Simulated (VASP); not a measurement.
# Mo3W (Pm-3m) in VASP: notebook, part 2 of 2

VASP 6.6.1.

## 3. Single point, PBE

This run uses another cell than the first one, of 16.13 Å³/atom.

INCAR reads:

```
SYSTEM = Mo3W
ALGO = Normal
EDIFF = 1E-6
ENCUT = 500
GGA = PE
GGA_COMPAT = .False.
ISIF = 2
ISMEAR = 0
LASPH = .True.
LCHARG = .True.
LELF = .True.
LREAL = .False.
LVHAR = .True.
LWAVE = .False.
NBANDS = 36
NELM = 120
PREC = Accurate
SIGMA = 0.1
```

KPOINTS reads:

```
k-points
0
Gamma
  12 12 12
  0 0 0
```

POSCAR reads:

```
Mo3W
1.0
    4.0111484136      0.0000000000      0.0000000000
    0.0000000000      4.0111484136      0.0000000000
    0.0000000000      0.0000000000      4.0111484136
Mo W
3 1
Direct
    0.0000000000      0.5000000000      0.5000000000
    0.5000000000      0.0000000000      0.5000000000
    0.5000000000      0.5000000000      0.0000000000
    0.0000000000      0.0000000000      0.0000000000
```

Potentials or basis: VASP PAW PBE potentials, release 64 (Mo_sv, W_sv).

Launch:

```bash
> cat potpaw_PBE.64/Mo_sv/POTCAR potpaw_PBE.64/W_sv/POTCAR > POTCAR
> mpirun -np 1 vasp_std > vasp.out
```

OUTCAR:

```text
SYSTEM = Mo3W
   EDIFF = 1E-6
   ENCUT = 500
   GGA = PE
   ISIF = 2
   ISMEAR = 0
   LASPH = .True.
   LREAL = .False.
   NELM = 120
   PREC = Accurate

 ion  position               nearest neighbor table
   1  0.000  0.500  0.500-   2 2.84   3 2.84   4 2.84   3 2.84   4 2.84   2 2.84   4 2.84   4 2.84
                             2 2.84   3 2.84   3 2.84   2 2.84
   2  0.500  0.000  0.500-   1 2.84   3 2.84   4 2.84   3 2.84   4 2.84   1 2.84   3 2.84   3 2.84
                             1 2.84   4 2.84   4 2.84   1 2.84
   3  0.500  0.500  0.000-   1 2.84   2 2.84   4 2.84   1 2.84   2 2.84   2 2.84   4 2.84   2 2.84
                             1 2.84   4 2.84   1 2.84   4 2.84
   4  0.000  0.000  0.000-   1 2.84   2 2.84   3 2.84   1 2.84   2 2.84   1 2.84   3 2.84   1 2.84
                             2 2.84   3 2.84   2 2.84   3 2.84

  LATTYP: Found a simple cubic cell.
 ALAT       =     4.0111484136

  Lattice vectors:

 A1 = (   4.0111484136,   0.0000000000,   0.0000000000)
 A2 = (   0.0000000000,   4.0111484136,   0.0000000000)
 A3 = (   0.0000000000,   0.0000000000,   4.0111484136)

Analysis of symmetry for initial positions (statically):
=====================================================================
 Subroutine PRICEL returns:
 Original cell was already a primitive cell.

 Routine SETGRP: Setting up the symmetry group for a
 simple cubic supercell.

 Subroutine GETGRP returns: Found 48 space group operations
 (whereof 48 operations were pure point group operations)
 out of a pool of 48 trial point group operations.

The static configuration has the point symmetry O_h .

Analysis of symmetry for dynamics (positions and initial velocities):
=====================================================================
 Subroutine PRICEL returns:
 Original cell was already a primitive cell.

 Routine SETGRP: Setting up the symmetry group for a
 simple cubic supercell.

 Subroutine GETGRP returns: Found 48 space group operations
 (whereof 48 operations were pure point group operations)
 out of a pool of 48 trial point group operations.

The dynamic configuration has the point symmetry O_h .

 Subroutine INISYM returns: Found 48 space group operations
 (whereof 48 operations are pure point group operations),
 and found     1 'primitive' translations

----------------------------------------------------------------------------------------

                                     Primitive cell

  volume of cell :      64.5366

  direct lattice vectors                    reciprocal lattice vectors
     4.011148414  0.000000000  0.000000000     0.249305161  0.000000000  0.000000000
     0.000000000  4.011148414  0.000000000     0.000000000  0.249305161  0.000000000
     0.000000000  0.000000000  4.011148414     0.000000000  0.000000000  0.249305161

  length of vectors
     4.011148414  4.011148414  4.011148414     0.249305161  0.249305161  0.249305161

  position of ions in fractional coordinates (direct lattice)
     0.000000000  0.500000000  0.500000000
     0.500000000  0.000000000  0.500000000
     0.500000000  0.500000000  0.000000000
     0.000000000  0.000000000  0.000000000

  ion indices of the primitive-cell ions
   primitive index   ion index
                 1           1
                 2           2
                 3           3
                 4           4

----------------------------------------------------------------------------------------

 KPOINTS: k-points

Automatic generation of k-mesh.
 Grid dimensions read from file:
 generate k-points for:   12   12   12

 Generating k-lattice:

  Cartesian coordinates                     Fractional coordinates (reciprocal lattice)
     0.020775430  0.000000000  0.000000000     0.083333333  0.000000000  0.000000000
     0.000000000  0.020775430  0.000000000     0.000000000  0.083333333  0.000000000
     0.000000000  0.000000000  0.020775430     0.000000000  0.000000000  0.083333333

  Length of vectors
     0.020775430  0.020775430  0.020775430

  Shift w.r.t. Gamma in fractional coordinates (k-lattice)
     0.000000000  0.000000000  0.000000000

 Subroutine IBZKPT returns following result:
 ===========================================

 Found     84 irreducible k-points:

 Following reciprocal coordinates:
            Coordinates               Weight
  0.000000  0.000000  0.000000      1.000000
  0.083333  0.000000  0.000000      6.000000
  0.166667  0.000000  0.000000      6.000000
  0.250000  0.000000  0.000000      6.000000
  0.333333  0.000000  0.000000      6.000000
  0.416667  0.000000  0.000000      6.000000
[... 16 lines left out ...]
  0.333333  0.333333  0.000000     12.000000
  0.416667  0.333333  0.000000     24.000000
 [... further k-points ...]
   k-points           NKPTS =     84   k-points in BZ     NKDIM =     84   number of bands    NBANDS=     36
   number of dos      NEDOS =    301   number of ions     NIONS =      4
   total plane-waves  NPLWV =  27000
   dimension x,y,z NGX =    30 NGY =   30 NGZ =   30
   dimension x,y,z NGXF=    60 NGYF=   60 NGZF=   60
   ions per type =               3   1
   NGX,Y,Z   is equivalent  to a cutoff of  12.43, 12.43, 12.43 a.u.
   NGXF,Y,Z  is equivalent  to a cutoff of  24.87, 24.87, 24.87 a.u.
 SYSTEM =  Mo3W
   PREC   = accura    normal or accurate (medium, high low for compatibility)
   ISTART =      0    job   : 0-new  1-cont  2-samecut
   ICHARG =      2    charge: 1-file 2-atom 10-const
   ISPIN  =      1    spin polarized calculation?
   LNONCOLLINEAR =      F non collinear calculations
   LSORBIT =      F    spin-orbit coupling
   LASPH  =      T    aspherical Exc in radial PAW
   ENCUT  =  500.0 eV  36.75 Ry    6.06 a.u.   7.31  7.31  7.31*2*pi/ulx,y,z
   NELM   =    120;   NELMIN=  2; NELMDL= -5     # of ELM steps
   EDIFF  = 0.1E-05   stopping-criterion for ELM
   LREAL  =      F    real-space projection
   EDIFFG = 0.1E-04   stopping-criterion for IOM
   NSW    =      0    number of steps for IOM
   IBRION =     -1    ionic relax: 0-MD 1-quasi-New 2-CG
   NFREE  =      0    steps in history (QN), initial steepest desc. (CG)
   ISIF   =      2    stress and relaxation
   ISYM   =      2    0-nonsym 1-usesym 2-fastsym
   POTIM  = 0.5000    time-step for ionic-motion
   TEBEG  =    0.0;   TEEND  =   0.0 temperature during run
   PSTRESS=    0.0 pullay stress
   NELECT =      56.0000    total number of electrons
   NUPDOWN=      -1.0000    fix difference up-down
   EMIN   =  10.00;   EMAX   =-10.00  energy-range for DOS
   EFERMI =   0.00;   METHOD = LEGACY
   ISMEAR =     0;   SIGMA  =   0.10  broadening in eV -4-tet -1-fermi 0-gaus
   EFERMI_NEDOS =   21; number of points for ismear=-14 and -15
   IALGO  =     38    algorithm
   IMIX   =      4    mixing-type and parameters
     AMIX     =   0.40;   BMIX     =  1.00
     AMIX_MAG =   1.60;   BMIX_MAG =  1.00
  volume/ion in A,a.u.               =      16.13       108.88
  Fermi-wavevector in a.u.,A,eV,Ry     =   1.561476  2.950763 33.173844  2.438209
  Thomas-Fermi vector in A             =   2.664536
   LORBIT       =      0    0 simple, 1 ext, 2 COOP (PROOUT), +10 PAW based schemes
   GGA     = PE    functional components
   LHFCALC =     F    Hartree Fock is set to
   AEXX    =    0.0000 exact exchange contribution
   IVDW    =     0    specifies the selected vdW correction
   LEPSILON=     F    determine dielectric tensor
   LRPA    =     F    only Hartree local field effects (RPA)
 non-spin polarized calculation
 Gauss-broadening in eV      SIGMA  =   0.10
  energy-cutoff  :      500.00
  volume of cell :       64.54
 maximum number of plane-waves:      1666
 NGX is ok and might be reduce to    30
   NGX = 15   NGY = 15   NGZ = 15

 number of electron      56.0000004 magnetization

 Free energy of the ion-electron system (eV)
  ---------------------------------------------------
  ext. energy  EPLUGINS =         0.00000000
  ---------------------------------------------------
  free energy    TOTEN  =       -44.01245043 eV

  energy without entropy =      -43.98960519  energy(sigma->0) =      -44.00102781

 E-fermi :  11.4240     XC(G=0): -13.2800

 val. band max:       11.4228415313   @ k =   0.5000   0.4167   0.1667
 cond. band min:      11.4333019553   @ k =   0.3333   0.1667   0.1667
 fundamental gap:      0.0104604240
 Fermi energy:        11.4239955469

 k-point     1 :       0.0000    0.0000    0.0000
  band No.  band energies     occupation
      1     -62.1449      2.00000
      2     -49.1871      2.00000
      3     -48.9695      2.00000
      4     -48.9695      2.00000
      5     -26.4078      2.00000
      6     -26.4078      2.00000
[... 925 lines left out ...]
     35      14.2037      0.00000
     36      14.5061      0.00000

 [... further k-points ...]
[... 5 lines left out ...]
  --------------------------------------------------------------------------------------
  -------------------------------------------------------------------------------------
  Total        0.1890724      0.1890724      0.1890724     -0.0000000      0.0000000     -0.0000000
  in kB        4.6938866      4.6938866      4.6938866     -0.0000000      0.0000000     -0.0000000
  external PRESSURE =       4.6938866 kB  Pullay stress =       0.0000000 kB

 VOLUME and BASIS-vectors are now :
 -----------------------------------------------------------------------------
  energy-cutoff  :      500.00
  volume of cell :       64.54
      direct lattice vectors                 reciprocal lattice vectors
     4.011148414  0.000000000  0.000000000     0.249305161  0.000000000  0.000000000
     0.000000000  4.011148414  0.000000000     0.000000000  0.249305161  0.000000000
     0.000000000  0.000000000  4.011148414     0.000000000  0.000000000  0.249305161

 POSITION                                       TOTAL-FORCE (eV/Angst)
 -----------------------------------------------------------------------------------
      0.00000      2.00557      2.00557         0.000000      0.000000      0.000000
      2.00557      0.00000      2.00557         0.000000      0.000000      0.000000
      2.00557      2.00557      0.00000         0.000000      0.000000      0.000000
      0.00000      0.00000      0.00000         0.000000      0.000000      0.000000
 -----------------------------------------------------------------------------------
    total drift:                                0.000000      0.000000     -0.000000

  FREE ENERGIE OF THE ION-ELECTRON SYSTEM (eV)
  ---------------------------------------------------
  free  energy   TOTEN  =       -44.0124504253 eV

  energy  without entropy=      -43.9896051873  energy(sigma->0) =      -44.00102781
```

OSZICAR:

```text
N       E                     dE             d eps       ncg     rms          rms(c)
DAV:   1     0.676482663578E+03    0.67648E+03   -0.32591E+04  6048   0.165E+03
DAV:   2    -0.169196426940E+02   -0.69340E+03   -0.67932E+03  6496   0.531E+02
DAV:   3    -0.459003732285E+02   -0.28981E+02   -0.27934E+02  7484   0.106E+02
DAV:   4    -0.464475363677E+02   -0.54716E+00   -0.54170E+00  6920   0.134E+01
DAV:   5    -0.464558065245E+02   -0.82702E-02   -0.82625E-02  7056   0.163E+00    0.298E+01
DAV:   6    -0.443668801882E+02    0.20889E+01   -0.43582E+00  6572   0.140E+01    0.932E+00
DAV:   7    -0.440561594766E+02    0.31072E+00   -0.13074E+00  6940   0.672E+00    0.163E+00
DAV:   8    -0.440260981294E+02    0.30061E-01   -0.25231E-01  7388   0.219E+00    0.128E+00
DAV:   9    -0.440125489766E+02    0.13549E-01   -0.37766E-02  7480   0.115E+00    0.290E-01
DAV:  10    -0.440124305497E+02    0.11843E-03   -0.15067E-03  7172   0.265E-01    0.112E-01
DAV:  11    -0.440124549951E+02   -0.24445E-04   -0.20769E-04  7496   0.789E-02    0.289E-02
DAV:  12    -0.440124507651E+02    0.42300E-05   -0.28888E-05  6964   0.285E-02    0.110E-02
DAV:  13    -0.440124504253E+02    0.33986E-06   -0.14320E-06  4112   0.793E-03
   1 F= -.44012450E+02 E0= -.44001028E+02  d E =-.228452E-01
```

stdout:

```text
POSCAR found type information on POSCAR MoW
 POSCAR found :  2 types and       4 ions
 scaLAPACK will be used
 LDA part: xc-table for (Slater+PW92), standard interpolation
 POSCAR, INCAR and KPOINTS ok, starting setup
 FFT: planning ... GRIDC
 FFT: planning ... GRID_SOFT
 FFT: planning ... GRID
 WAVECAR not read
 entering main loop
```

Wall time 78 s (1 thread of AMD EPYC 9R45 (Zen 5), shared host); peak memory 0.25 GiB.

Results:

- Free energy: -44.0125 eV
- Pressure: 0.5 GPa
- Band gap on the k mesh: zero (bands 28 and 29 overlap by 2.50 eV)

Caveat: spin-orbit coupling is left out, which moves the levels of the heavy elements.

## 4. Relaxation of cell and atoms, PBE

This run uses another cell than the first one, of 16.22 Å³/atom.

INCAR reads:

```
  PREC = Accurate
  ENCUT = 500
  EDIFF = 1E-7
  ISMEAR = 0
  SIGMA = 0.1
  LREAL = False
  LASPH = True
  NELM = 120
  ALGO = Normal
  ISIF = 3
  LWAVE = False
  LCHARG = False
  GGA = PE
  IBRION = 2
  NSW = 100
  EDIFFG = -0.01
  GGA_COMPAT = False
  NELMIN = 4
```

KPOINTS reads:

```
Automatic mesh
0
Gamma
  12 12 12
```

POSCAR reads:

```
Mo3W
1.0
    4.0184746895      0.0000000000      0.0000000000
    0.0000000000      4.0184746895      0.0000000000
    0.0000000000      0.0000000000      4.0184746895
Mo W
3 1
Direct
    0.0000000000      0.5000000000      0.5000000000
    0.5000000000      0.0000000000      0.5000000000
    0.5000000000      0.5000000000      0.0000000000
    0.0000000000      0.0000000000      0.0000000000
```

Launch:

```bash
> cat potpaw_PBE.64/Mo_sv/POTCAR potpaw_PBE.64/W_sv/POTCAR > POTCAR
> mpirun -np 1 vasp_std > vasp.out
```

Wall time 3.2 min (1 thread of AMD EPYC 9R45 (Zen 5), shared host); peak memory 0.25 GiB.

It converged, with:

* Free energy: -44.0128 eV
* Relaxed volume: 16.16 Å³/atom
* Relaxed cell: a = 4.014 Å, b = 4.014 Å, c = 4.014 Å, α = 90.00°, β = 90.00°, γ = 90.00°
* Space group after relaxing (to 0.1 Å): Pm-3m (No. 221)
* Energy gained by relaxing: 0.2 meV/atom
* Ionic steps: 3
* Pressure after relaxing: 0.0 GPa
* Band gap on the k mesh: zero (bands 28 and 29 overlap by 2.49 eV)

Step by step:
| step | energy change (eV) | largest force (eV/Å) | pressure (GPa) | volume (Å³) |
| --- | --- | --- | --- | --- |
| 1 | 0.0000 | 0.0000 | -0.90 | 64.89 |
| 2 | 0.0040 | 0.0000 | 2.46 | 64.04 |
| 3 | -0.0007 | 0.0000 | 0.00 | 64.66 |

Final structure:
```
Mo W
1.0
     4.01363    0.00000    0.00000
     0.00000    4.01363    0.00000
     0.00000    0.00000    4.01363
Mo W
3 1
Direct
  0.00000 0.50000 0.50000
  0.50000 0.00000 0.50000
  0.50000 0.50000 0.00000
  0.00000 0.00000 0.00000
```

Levels at points of the mesh, in eV from the Fermi level:
| k point | band 25 | band 26 | band 27 | band 28 | band 29 | band 30 | band 31 | band 32 |
| --- | --- | --- | --- | --- | --- | --- | --- | --- |
| (0.00, 0.00, 0.00) | -0.66 | -0.66 | 2.09 | 2.09 | 3.77 | 3.77 | 3.77 | 3.95 |
| (0.50, 0.00, 0.00) | -1.78 | -1.78 | 0.04 | 0.04 | 1.19 | 1.19 | 1.27 | 1.40 |
| (0.50, 0.50, 0.00) | -1.74 | -1.74 | -1.70 | -1.65 | 0.58 | 0.58 | 0.58 | 0.97 |
| (0.50, 0.50, 0.50) | -0.84 | -0.84 | -0.81 | -0.81 | 1.26 | 1.26 | 1.26 | 1.53 |

Caveat: spin-orbit coupling is left out, which moves the levels of the heavy elements.

## 5. Summary

| task | cell | k mesh | gap on the mesh (eV) | pressure (GPa) | relaxed volume (Å³/atom) |
| --- | --- | --- | --- | --- | --- |
| relaxation of cell and atoms | relaxed from a = 4.234 Å, 4 atoms | 4 × 4 × 4 | none | 0.0 | 16.25 |
| single point | a = 4.011 Å, 4 atoms | 12 × 12 × 12 | none | 0.5 | - |
| relaxation of cell and atoms | relaxed from a = 4.018 Å, 4 atoms | 12 × 12 × 12 | none | 0.0 | 16.16 |

Alike in all rows: level PBE; potentials or basis VASP PAW PBE potentials, release 64 (Mo_sv, W_sv); no spin polarisation; cutoff (eV) 500; smearing gaussian 0.1 eV.

Caveats: some runs use coarse meshes; spin-orbit coupling is left out, which moves the levels of the heavy elements.

Total energies depend on the potentials used, so only differences within one code and one set of settings carry meaning.
